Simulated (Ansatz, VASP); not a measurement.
## LiHf2O2: VASP beside Ansatz

File INCAR:

```
PREC = Accurate
ENCUT = 600
EDIFF = 1E-7
ISMEAR = 0
SIGMA = 0.1
LREAL = False
LASPH = True
NELM = 100
ALGO = Normal
ISIF = 3
LWAVE = False
LCHARG = False
GGA = PE
IBRION = 2
NSW = 100
EDIFFG = -0.01
```

KPOINTS

```
Automatic mesh
0
Gamma
  12 12 6
```

Contents of POSCAR:

```
LiHf2O2
1.0
    3.4361769063      0.0000000000      0.0000000000
   -1.7180884532      2.9758164928      0.0000000000
    0.0000000000      0.0000000000      8.0860952062
Li Hf O
1 2 2
Direct
    0.0000000000      0.0000000000      0.0000000000
    0.6666666667      0.3333333333      0.3117323370
    0.3333333333      0.6666666667      0.6882676630
    0.3333333333      0.6666666667      0.4015770209
    0.6666666667      0.3333333333      0.5984229791
```

Input for Ansatz:

```yaml
crystal:
  lattice:
    - [3.4361769063, 0.0, 0.0]
    - [-1.7180884532, 2.9758164928, 0.0]
    - [0.0, 0.0, 8.0860952062]
  atoms:
    - { symbol: Li, position: [0.0, 0.0, 0.0] }
    - { symbol: Hf, position: [0.6666666667, 0.3333333333, 0.311732337] }
    - { symbol: Hf, position: [0.3333333333, 0.6666666667, 0.688267663] }
    - { symbol: O, position: [0.3333333333, 0.6666666667, 0.4015770209] }
    - { symbol: O, position: [0.6666666667, 0.3333333333, 0.5984229791] }
basis:
  ecutwfc: 420
kpoints:
  mp_grid: { grid: [12, 12, 6] }
hamiltonian:
  xc: pbe
scf:
  occupations: { method: gaussian, width: 0.1 }
output:
  forces: true
  stress: true
  eigenvalues: true
relax:
  adjacent_minimum: "off"
  f_tol: 0.01
  max_steps: 80
  cell: { stress_tol: 0.05 }
```

Change from the starting cell: species swapped into the SrMg2Sb2 type (P-3m1, No. 164).

Alike in both runs: task relaxation of cell and atoms; functional PBE; k mesh 12 × 12 × 6; occupations gaussian, width 0.1 eV; no spin polarisation.

```csv
,VASP,Ansatz
version,VASP 6.6.1,Ansatz 0.2.0
potentials or method,"VASP PAW PBE potentials, release 64 (Li_sv, Hf_pv, O), cutoff 600 eV","scalar-relativistic, plane waves, PAW"
valence electrons in the cell,35,67
```

VASP gave:

```
gap on the k mesh at the Fermi level, each at its own relaxed structure (eV) : none
relaxed volume (Å³/atom)                                                     : 16.37
relaxed cell length with the largest relative difference (Å)                 : 8.043
```

Problem. Estimate Ansatz's values.

Solution. gap on the k mesh at the Fermi level, each at its own relaxed structure (eV): none; relaxed volume (Å³/atom): 16.55; relaxed cell length with the largest relative difference (Å): 8.092.

A gap of «none» marks a metal or a gap that the smearing closes. VASP's potentials hold 35 valence electrons a cell and Ansatz's 67, so a difference there can come from the potentials and not from the codes.

Neither program's run includes spin-orbit coupling. Noted on VASP's run: the cutoff is short for stress, so the pressure is rough.
